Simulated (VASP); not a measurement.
# TaN in VASP: further runs, part 2 of 3

VASP 6.6.1. Earlier steps stand in the parts before.

**3. Electric field gradients, PBE (equal xy, yz and zx shear strains of -3 %)**

INCAR

```
SYSTEM = TaN
PREC = Accurate
ENCUT = 520
EDIFF = 1E-8
ISMEAR = -1
SIGMA = 0.02
LREAL = .FALSE.
LASPH = .TRUE.
NELM = 80
ALGO = Normal
ISIF = 2
LWAVE = .FALSE.
LCHARG = .FALSE.
GGA = PE
LEFG = .TRUE.
NBANDS = 15
```

KPOINTS

```
Automatic mesh
0
G
  9 9 9
  0 0 0
```

POSCAR

```
TaN
1.0
   -0.0653700000      2.1463150000      2.1463150000
    2.1463150000     -0.0653700000      2.1463150000
    2.1463150000      2.1463150000     -0.0653700000
Ta N
1 1
Direct
    0.5000000000      0.5000000000      0.5000000000
    0.0000000000      0.0000000000      0.0000000000
```

Potentials or basis: VASP PAW PBE potentials, release 64 (Ta_pv, N).

Command:

```console
> cat potpaw_PBE.64/Ta_pv/POTCAR potpaw_PBE.64/N/POTCAR > POTCAR
> mpirun -np 1 vasp_std > vasp.out
```

OUTCAR:

```text
SYSTEM = TaN
   PREC = Accurate
   ENCUT = 520
   EDIFF = 1E-8
   ISMEAR = -1
   LREAL = .FALSE.
   LASPH = .TRUE.
   NELM = 80
   ISIF = 2
   GGA = PE

 ion  position               nearest neighbor table
   1  0.500  0.500  0.500-   2 2.18   2 2.18   2 2.18   2 2.18   2 2.18   2 2.18
   2  0.000  0.000  0.000-   1 2.18   1 2.18   1 2.18   1 2.18   1 2.18   1 2.18

  LATTYP: Found a trigonal (rhomboedric) cell.
 ALAT       =     3.0360516128
 COS(alpha) =     0.4693254694

  Lattice vectors:

 A1 = (  -0.0653700000,   2.1463150000,   2.1463150000)
 A2 = (   2.1463150000,  -0.0653700000,   2.1463150000)
 A3 = (   2.1463150000,   2.1463150000,  -0.0653700000)

Analysis of symmetry for initial positions (statically):
=====================================================================
 Subroutine PRICEL returns:
 Original cell was already a primitive cell.

 Routine SETGRP: Setting up the symmetry group for a
 trigonal (rhombohedral) supercell.

 Subroutine GETGRP returns: Found 12 space group operations
 (whereof 12 operations were pure point group operations)
 out of a pool of 12 trial point group operations.

The static configuration has the point symmetry D_3d.

Analysis of symmetry for dynamics (positions and initial velocities):
=====================================================================
 Subroutine PRICEL returns:
 Original cell was already a primitive cell.

 Routine SETGRP: Setting up the symmetry group for a
 trigonal (rhombohedral) supercell.

 Subroutine GETGRP returns: Found 12 space group operations
 (whereof 12 operations were pure point group operations)
 out of a pool of 12 trial point group operations.

The dynamic configuration has the point symmetry D_3d.

 Subroutine INISYM returns: Found 12 space group operations
 (whereof 12 operations are pure point group operations),
 and found     1 'primitive' translations

----------------------------------------------------------------------------------------

                                     Primitive cell

  volume of cell :      20.6779

  direct lattice vectors                    reciprocal lattice vectors
    -0.065370000  2.146315000  2.146315000    -0.222576018  0.229567935  0.229567935
     2.146315000 -0.065370000  2.146315000     0.229567935 -0.222576018  0.229567935
     2.146315000  2.146315000 -0.065370000     0.229567935  0.229567935 -0.222576018

  length of vectors
     3.036051613  3.036051613  3.036051613     0.393627943  0.393627943  0.393627943

  position of ions in fractional coordinates (direct lattice)
     0.500000000  0.500000000  0.500000000
     0.000000000  0.000000000  0.000000000

  ion indices of the primitive-cell ions
   primitive index   ion index
                 1           1
                 2           2

----------------------------------------------------------------------------------------

 KPOINTS: Automatic mesh

Automatic generation of k-mesh.
 Grid dimensions read from file:
[... 78 lines left out ...]
   EMIN   =  10.00;   EMAX   =-10.00  energy-range for DOS
   EFERMI =   0.00;   METHOD = LEGACY
   ISMEAR =    -1;   SIGMA  =   0.02  broadening in eV -4-tet -1-fermi 0-gaus
   EFERMI_NEDOS =   21; number of points for ismear=-14 and -15
   IALGO  =     38    algorithm
   IMIX   =      4    mixing-type and parameters
     AMIX     =   0.40;   BMIX     =  1.00
     AMIX_MAG =   1.60;   BMIX_MAG =  1.00
  volume/ion in A,a.u.               =      10.34        69.77
  Fermi-wavevector in a.u.,A,eV,Ry     =   1.502956  2.840175 30.733892  2.258877
  Thomas-Fermi vector in A             =   2.614129
   LORBIT       =      0    0 simple, 1 ext, 2 COOP (PROOUT), +10 PAW based schemes
   GGA     = PE    functional components
   LHFCALC =     F    Hartree Fock is set to
   AEXX    =    0.0000 exact exchange contribution
   IVDW    =     0    specifies the selected vdW correction
   LEPSILON=     F    determine dielectric tensor
   LRPA    =     F    only Hartree local field effects (RPA)
 non-spin polarized calculation
  energy-cutoff  :      520.00
  volume of cell :       20.68
 maximum number of plane-waves:       573
   NGX = 11   NGY = 11   NGZ = 11

 number of electron      16.0000002 magnetization

 Free energy of the ion-electron system (eV)
  ---------------------------------------------------
  ext. energy  EPLUGINS =         0.00000000
  ---------------------------------------------------
  free energy    TOTEN  =       -21.77562162 eV

  energy without entropy =      -21.77465806  energy(sigma->0) =      -21.77513984

 E-fermi :   9.7053     XC(G=0): -13.5933

 val. band max:        9.6784004678   @ k =  -0.4444   0.4444   0.3333
 cond. band min:       9.8420218058   @ k =   0.2222   0.2222   0.1111
 fundamental gap:      0.1636213380
 Fermi energy:         9.7052875286

 k-point     1 :       0.0000    0.0000    0.0000
  band No.  band energies     occupation
      1     -25.8835      2.00000
      2     -25.8835      2.00000
      3     -25.7921      2.00000
      4      -9.2288      2.00000
      5       5.8843      2.00000
      6       5.8843      2.00000
      7       6.1324      2.00000
      8       7.4179      2.00000
      9       7.4179      2.00000
     10       8.1453      2.00000
     11       9.9731      0.00000
     12       9.9731      0.00000
     13      11.6987      0.00000
     14      19.3164      0.00000
[... 401 lines left out ...]
      2     -26.2050      2.00000
      3     -26.1090      2.00000
      4      -7.9144      2.00000
      5       2.9020      2.00000
      6       4.2784      2.00000
      7       4.9962      2.00000
      8       5.2599      2.00000
      9      11.9641      0.00000
     10      13.4379      0.00000
     11      13.5587      0.00000
     12      14.5405      0.00000
     13      17.3988      0.00000
     14      19.3072      0.00000
     15      22.3035      0.00000

 [... further k-points ...]
[... 5 lines left out ...]
  --------------------------------------------------------------------------------------
  -------------------------------------------------------------------------------------
  Total        2.0398934      2.0398934      2.0398934      0.2705886      0.2705886      0.2705886
  in kB      158.0565692    158.0565692    158.0565692     20.9659510     20.9659510     20.9659510
  external PRESSURE =     158.0565692 kB  Pullay stress =       0.0000000 kB

 VOLUME and BASIS-vectors are now :
 -----------------------------------------------------------------------------
  energy-cutoff  :      520.00
  volume of cell :       20.68
      direct lattice vectors                 reciprocal lattice vectors
    -0.065370000  2.146315000  2.146315000    -0.222576018  0.229567935  0.229567935
     2.146315000 -0.065370000  2.146315000     0.229567935 -0.222576018  0.229567935
     2.146315000  2.146315000 -0.065370000     0.229567935  0.229567935 -0.222576018

 POSITION                                       TOTAL-FORCE (eV/Angst)
 -----------------------------------------------------------------------------------
      2.11363      2.11363      2.11363         0.000000     -0.000000      0.000000
      0.00000      0.00000      0.00000        -0.000000      0.000000     -0.000000
 -----------------------------------------------------------------------------------
    total drift:                                0.000000     -0.000000     -0.000000

  FREE ENERGIE OF THE ION-ELECTRON SYSTEM (eV)
  ---------------------------------------------------
  free  energy   TOTEN  =       -21.7756216233 eV

  energy  without entropy=      -21.7746580568  energy(sigma->0) =      -21.77513984

 Electric field gradients (V/A^2)
---------------------------------------------------------------------
 ion       V_xx      V_yy      V_zz      V_xy      V_xz      V_yz
---------------------------------------------------------------------
   1      -0.000     0.000     0.000     3.036     3.036     3.036
   2      -0.000    -0.000    -0.000    -1.258    -1.258    -1.258
---------------------------------------------------------------------

 Electric field gradients after diagonalization (V/A^2)
 (convention: |V_zz| > |V_xx| > |V_yy|)
----------------------------------------------------------------------
 ion       V_xx      V_yy      V_zz     asymmetry (V_yy - V_xx)/ V_zz
----------------------------------------------------------------------
   1      -3.036    -3.036     6.072       0.000
   2       1.258     1.258    -2.517       0.000
----------------------------------------------------------------------

           NMR quadrupolar parameters

 Cq : quadrupolar parameter    Cq=e*Q*V_zz/h
 eta: asymmetry parameters     (V_yy - V_xx)/ V_zz
 Q  : nuclear electric quadrupole moment in mb (millibarn)
----------------------------------------------------------------------
 ion       Cq(MHz)       eta       Q (mb)
----------------------------------------------------------------------
   1       0.015       0.000       1.000
   2      -0.006       0.000       1.000
----------------------------------------------------------------------
```

stdout:

```text
POSCAR found type information on POSCAR TaN
 POSCAR found :  2 types and       2 ions
 scaLAPACK will be used
 LDA part: xc-table for (Slater+PW92), standard interpolation
 POSCAR, INCAR and KPOINTS ok, starting setup
 FFT: planning ... GRIDC
 FFT: planning ... GRID_SOFT
 FFT: planning ... GRID
 WAVECAR not read
 entering main loop
ion   1

ion   2
```

It took 12 s on 1 thread of Intel Xeon Platinum 8488C (Sapphire Rapids), shared host; peak memory 0.15 GiB.

What came out:

```
Free energy            : -21.7756 eV
Pressure               : 15.8 GPa
Band gap on the k mesh : zero (band 8 reaches 11.55 eV, above the bottom of band 9 at 7.42 eV)
```

Electric field gradients, principal values (V/Å²):
| atom | least | middle | greatest (by size) |
| --- | --- | --- | --- |
| 1 Ta | -3.036 | -3.036 | 6.072 |
| 2 N | 1.258 | 1.258 | -2.517 |

Caveat: the cell differs from its parent crystal (equal xy, yz and zx shear strains of -3 %); without QUAD_EFG the Cq values of the log hold for a quadrupole moment of 1 mb, not for the nuclei; spin-orbit coupling is left out, which moves the levels of the heavy elements.

**4. Electric field gradients, PBE (equal xy, yz and zx shear strains of -1 %)**

INCAR

```
SYSTEM = TaN
ALGO = Normal
EDIFF = 1E-8
ENCUT = 520
GGA = PE
ISIF = 2
ISMEAR = -1
LASPH = .TRUE.
LCHARG = .FALSE.
LEFG = .TRUE.
LREAL = .FALSE.
LWAVE = .FALSE.
NBANDS = 15
NELM = 60
PREC = Accurate
SIGMA = 0.02
```

KPOINTS

```
k-points
0
G
  9 9 9
  0 0 0
```

POSCAR

```
TaN
1.0
   -0.0217900000      2.1681050000      2.1681050000
    2.1681050000     -0.0217900000      2.1681050000
    2.1681050000      2.1681050000     -0.0217900000
Ta N
1 1
Direct
    0.5000000000      0.5000000000      0.5000000000
    0.0000000000      0.0000000000      0.0000000000
```

Potentials or basis: VASP PAW PBE potentials, release 64 (Ta_pv, N).

Command:

```console
> cat potpaw_PBE.64/Ta_pv/POTCAR potpaw_PBE.64/N/POTCAR > POTCAR
> mpirun -np 1 vasp_std > vasp.out
```

OUTCAR:

```text
SYSTEM = TaN
   EDIFF = 1E-8
   ENCUT = 520
   GGA = PE
   ISIF = 2
   ISMEAR = -1
   LASPH = .TRUE.
   LREAL = .FALSE.
   NELM = 60
   PREC = Accurate

 ion  position               nearest neighbor table
   1  0.500  0.500  0.500-   2 2.18   2 2.18   2 2.18   2 2.18   2 2.18   2 2.18
   2  0.000  0.000  0.000-   1 2.18   1 2.18   1 2.18   1 2.18   1 2.18   1 2.18

  LATTYP: Found a trigonal (rhomboedric) cell.
 ALAT       =     3.0662409211
 COS(alpha) =     0.4899250057

  Lattice vectors:

 A1 = (  -0.0217900000,   2.1681050000,   2.1681050000)
 A2 = (   2.1681050000,  -0.0217900000,   2.1681050000)
 A3 = (   2.1681050000,   2.1681050000,  -0.0217900000)

Analysis of symmetry for initial positions (statically):
=====================================================================
 Subroutine PRICEL returns:
 Original cell was already a primitive cell.

 Routine SETGRP: Setting up the symmetry group for a
 trigonal (rhombohedral) supercell.

 Subroutine GETGRP returns: Found 12 space group operations
 (whereof 12 operations were pure point group operations)
 out of a pool of 12 trial point group operations.

The static configuration has the point symmetry D_3d.

Analysis of symmetry for dynamics (positions and initial velocities):
=====================================================================
 Subroutine PRICEL returns:
 Original cell was already a primitive cell.

 Routine SETGRP: Setting up the symmetry group for a
 trigonal (rhombohedral) supercell.

 Subroutine GETGRP returns: Found 12 space group operations
 (whereof 12 operations were pure point group operations)
 out of a pool of 12 trial point group operations.

[... 167 lines left out ...]
     12       9.9334      0.00017
     13      11.6234      0.00000
     14      19.2785      0.00000
[... 401 lines left out ...]
      2     -26.1847      2.00000
      3     -26.1540      2.00000
      4      -7.9268      2.00000
      5       2.8991      2.00000
      6       4.2755      2.00000
      7       5.0721      2.00000
      8       5.1574      2.00000
      9      11.9832      0.00000
     10      13.5015      0.00000
     11      13.5106      0.00000
     12      14.5347      0.00000
     13      17.3435      0.00000
     14      19.2698      0.00000
     15      22.2906      0.00000

 [... further k-points ...]
[... 5 lines left out ...]
  --------------------------------------------------------------------------------------
  -------------------------------------------------------------------------------------
  Total        2.0004370      2.0004370      2.0004370      0.0718952      0.0718952      0.0718952
  in kB      154.9053611    154.9053611    154.9053611      5.5672630      5.5672630      5.5672630
  external PRESSURE =     154.9053611 kB  Pullay stress =       0.0000000 kB

 VOLUME and BASIS-vectors are now :
 -----------------------------------------------------------------------------
  energy-cutoff  :      520.00
  volume of cell :       20.69
      direct lattice vectors                 reciprocal lattice vectors
    -0.021790000  2.168105000  2.168105000    -0.227168311  0.229474588  0.229474588
     2.168105000 -0.021790000  2.168105000     0.229474588 -0.227168311  0.229474588
     2.168105000  2.168105000 -0.021790000     0.229474588  0.229474588 -0.227168311

 POSITION                                       TOTAL-FORCE (eV/Angst)
 -----------------------------------------------------------------------------------
      2.15721      2.15721      2.15721         0.000000     -0.000000     -0.000000
      0.00000      0.00000      0.00000        -0.000000      0.000000      0.000000
 -----------------------------------------------------------------------------------
    total drift:                                0.000000     -0.000000     -0.000000

  FREE ENERGIE OF THE ION-ELECTRON SYSTEM (eV)
  ---------------------------------------------------
  free  energy   TOTEN  =       -21.7849341299 eV

  energy  without entropy=      -21.7834025656  energy(sigma->0) =      -21.78416835

 Electric field gradients (V/A^2)
---------------------------------------------------------------------
 ion       V_xx      V_yy      V_zz      V_xy      V_xz      V_yz
---------------------------------------------------------------------
   1       0.000    -0.000    -0.000     1.017     1.017     1.017
   2      -0.000     0.000    -0.000    -0.446    -0.446    -0.446
---------------------------------------------------------------------

 Electric field gradients after diagonalization (V/A^2)
 (convention: |V_zz| > |V_xx| > |V_yy|)
----------------------------------------------------------------------
 ion       V_xx      V_yy      V_zz     asymmetry (V_yy - V_xx)/ V_zz
----------------------------------------------------------------------
   1      -1.017    -1.017     2.035       0.000
   2       0.446     0.446    -0.892       0.000
----------------------------------------------------------------------

           NMR quadrupolar parameters

 Cq : quadrupolar parameter    Cq=e*Q*V_zz/h
 eta: asymmetry parameters     (V_yy - V_xx)/ V_zz
 Q  : nuclear electric quadrupole moment in mb (millibarn)
----------------------------------------------------------------------
 ion       Cq(MHz)       eta       Q (mb)
----------------------------------------------------------------------
   1       0.005       0.000       1.000
   2      -0.002       0.000       1.000
----------------------------------------------------------------------
```

Run time: 13 s. Hardware: 1 thread of Intel Xeon Platinum 8488C (Sapphire Rapids), shared host; peak memory 0.15 GiB.

What came out:

```yaml
Free_energy: -21.7849 eV
Pressure: 15.5 GPa
Band_gap_on_the_k_mesh: zero (band 8 reaches 11.50 eV, above the bottom of band 9 at 7.59 eV)
```

Levels at points of the mesh, in eV from the Fermi level:
```tsv
k point	band 5	band 6	band 7	band 8	band 9	band 10	band 11	band 12
(0.00, 0.00, 0.00)	-3.82	-3.82	-3.74	-2.15	-2.15	-1.91	0.19	0.19
```

Electric field gradients, principal values (V/Å²):
```tsv
atom	least	middle	greatest (by size)
1 Ta	-1.017	-1.017	2.035
2 N	0.446	0.446	-0.892
```

Caveat: the cell differs from its parent crystal (equal xy, yz and zx shear strains of -1 %); without QUAD_EFG the Cq values of the log hold for a quadrupole moment of 1 mb, not for the nuclei; spin-orbit coupling is left out, which moves the levels of the heavy elements.

(Continued in part 3 of 3.)
